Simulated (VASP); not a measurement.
Write the native input for VASP 6.6.1 that does the following.

```
Task                   : single point
Functional             : r2SCAN
Dispersion             : D4
Potentials or basis    : VASP PAW PBE potentials, release 64 (Cs_sv, H)
Cutoff                 : 550 eV
k mesh                 : 5 × 5 × 5
Occupations            : gaussian, width 0.01 eV
Spin                   : no spin polarisation
Dipole correction      : no
Further INCAR settings : ALGO = Normal; EDIFF = 1e-06; NBANDS = 12
```

CsH:

```xyz
2
Lattice="0.0000 3.1666 3.1666 3.1666 0.0000 3.1666 3.1666 3.1666 0.0000" Properties=species:S:1:pos:R:3 pbc="T T T"
Cs    0.0000    0.0000    0.0000
H     3.1666    3.1666    3.1666
```

These files were run (other wordings do the same):

POSCAR

```
CsH
1.0
    0.0000000000      3.1666033822      3.1666033822
    3.1666033822      0.0000000000      3.1666033822
    3.1666033822      3.1666033822      0.0000000000
Cs H
1 1
Direct
    0.0000000000      0.0000000000      0.0000000000
    0.5000000000      0.5000000000      0.5000000000
```

INCAR.step1

```
SYSTEM = CsH
PREC     = Accurate       ! precision mode
ENCUT    = 550            ! plane-wave cutoff, eV
ISMEAR   = 0              ! smearing method
SIGMA    = 0.01           ! smearing width, eV
LREAL    = .False.        ! projectors in reciprocal space
LASPH    = .True.         ! aspherical terms in the spheres
NELM     = 120            ! most SCF steps
NBANDS   = 12             ! bands
GGA      = PE             ! functional
ALGO     = Normal         ! electronic algorithm
EDIFF    = 1E-5           ! SCF threshold, eV
LWAVE    = .True.         ! write WAVECAR
LCHARG   = .False.        ! write CHGCAR
GGA_COMPAT= .False.
```

INCAR.step2

```
SYSTEM = CsH
PREC     = Accurate       ! precision mode
ENCUT    = 550            ! plane-wave cutoff, eV
EDIFF    = 1E-6           ! SCF threshold, eV
ISMEAR   = 0              ! smearing method
SIGMA    = 0.01           ! smearing width, eV
LREAL    = .False.        ! projectors in reciprocal space
LASPH    = .True.         ! aspherical terms in the spheres
NELM     = 120            ! most SCF steps
ALGO     = Normal         ! electronic algorithm
ISIF     = 2              ! what is computed and relaxed
LWAVE    = .False.        ! write WAVECAR
LCHARG   = .True.         ! write CHGCAR
METAGGA  = R2SCAN         ! meta-GGA
LMIXTAU  = .True.       
IVDW     = 13             ! dispersion correction
VDW_S6   = 1.0          
VDW_S8   = 0.6018749    
VDW_A1   = 0.51559235   
VDW_A2   = 5.77342911   
LELF     = .True.         ! ELF
LVHAR    = .True.       
NBANDS   = 12             ! bands
ISTART   = 1            
GGA_COMPAT= .False.
```

KPOINTS

```
Automatic mesh
0
Gamma
  5 5 5
  0 0 0
```

Potentials or basis: VASP PAW PBE potentials, release 64 (Cs_sv, H).

Run with:

```bash
$ cat potpaw_PBE.64/Cs_sv/POTCAR potpaw_PBE.64/H/POTCAR > POTCAR
$ cp INCAR.step1 INCAR
$ mpirun -np 1 vasp_std > vasp.out
$ cp INCAR.step2 INCAR
$ mpirun -np 1 vasp_std > vasp.out
```

Results of the run:

| Property | Result |
| --- | --- |
| Pressure | -0.1 GPa |
| Band gap on the k mesh | 3.09 eV, direct |
| Dispersion energy per atom | -0.065 eV |

Caveat: the PAW data sets were made with another functional, which shifts forces and pressure a little; spin-orbit coupling is left out, which moves the levels of the heavy elements.

Run time: 88 s on 1 thread of Intel Xeon 8259CL (shared host), peak memory 0.21 GiB.
